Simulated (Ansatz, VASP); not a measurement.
## One calculation of Ga, two programs

```
Ga
1.0
     2.78306    0.00000   -0.00916
     0.00000    3.39507    0.00000
    -1.35882    0.00000    4.06026
Ga
2
Direct
  0.86385 0.25000 0.23289
  0.13615 0.75000 0.76711
```

Alike in both runs: functional PBE; k mesh 16 × 12 × 10; occupations gaussian, width 0.1 eV; no spin polarisation.

Ansatz relaxed the structure, and its values are those at the end. VASP's run is a single point on that final structure, the one shown.

|  | VASP | Ansatz |
| --- | --- | --- |
| version | VASP 6.6.1 | Ansatz 0.2.0 |
| potentials or method | VASP PAW PBE potentials, release 64 (Ga_d), cutoff 520 eV | scalar-relativistic, plane waves, PAW |
| valence electrons in the cell | 26 | 26 |

```csv
,VASP,Ansatz,Ansatz less VASP
gap on the k mesh at the Fermi level (eV),none,none,-
pressure (GPa),0.1,0.0,-0.15
```

A gap of «none» marks a metal or a gap that the smearing closes. With one functional, cell and mesh, what is left measures potentials, basis and numerics.
